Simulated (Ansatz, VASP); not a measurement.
## Two plane-wave programs on WS2

Contents of INCAR:

```
SYSTEM = WS2
PREC = Accurate
ENCUT = 520
EDIFF = 1E-6
ISMEAR = 0
SIGMA = 0.025
LREAL = .False.
LASPH = .True.
NELM = 60
ALGO = Normal
ISIF = 2
LWAVE = .False.
LCHARG = .True.
GGA = PE
LELF = .True.
LVHAR = .True.
NBANDS = 20
```

The input KPOINTS:

```
regular mesh
0
Gamma
  10 10 2
  0 0 0
```

The input POSCAR:

```
WS2
1.0
    3.1835163552      0.0000000000      0.0000000000
   -1.5917581776      2.7570060369      0.0000000000
    0.0000000000      0.0000000000     16.9505778900
W S
1 2
Direct
    0.0000000000      0.0000000000      0.0000000000
    0.3333333333      0.6666666667      0.0920005100
    0.3333333333      0.6666666667      0.9079994900
```

input.yaml

```yaml
crystal:
  lattice:
    - [3.1835163552, 0.0, 0.0]
    - [-1.5917581776, 2.7570060369, 0.0]
    - [0.0, 0.0, 16.95057789]
  atoms:
    - { symbol: W, position: [0.0, 0.0, 0.0] }
    - { symbol: S, position: [0.3333333333, 0.6666666667, 0.09200051] }
    - { symbol: S, position: [0.3333333333, 0.6666666667, 0.90799949] }
hamiltonian:
  xc: pbe
  pseudopotentials: { kind: paw }
kpoints:
  mp_grid: { grid: [10, 10, 2] }
scf:
  occupations: { method: gaussian, width: 0.025 }
output:
  forces: true
  stress: true
  eigenvalues: true
  write_density: true
  write_potential: true
  elf: true
  volumetric_format: npy
```

Alike in both runs: task single point; functional PBE; k mesh 10 × 10 × 2; occupations gaussian, width 0.025 eV; no spin polarisation.

```csv
,VASP,Ansatz
version,VASP 6.6.1,Ansatz 0.2.0
potentials or method,"VASP PAW PBE potentials, release 64 (W_sv, S)",Ansatz PAW
plane-wave cutoff (eV),520,420
valence electrons in the cell,26,26
```

Ansatz gave:

| Quantity | Value |
| --- | --- |
| gap on the k mesh at the Fermi level (eV) | 1.99 |
| least direct gap on the mesh (eV) | 2.15 |
| rms of the force components (eV/Å) | 0.122 |

Task: Which values does VASP return?

Result: gap on the k mesh at the Fermi level (eV): 2.00; least direct gap on the mesh (eV): 2.16; rms of the force components (eV/Å): 0.124.

Atom by atom the forces differ by 0.002 eV/Å (rms over components).

Neither program's run includes spin-orbit coupling.
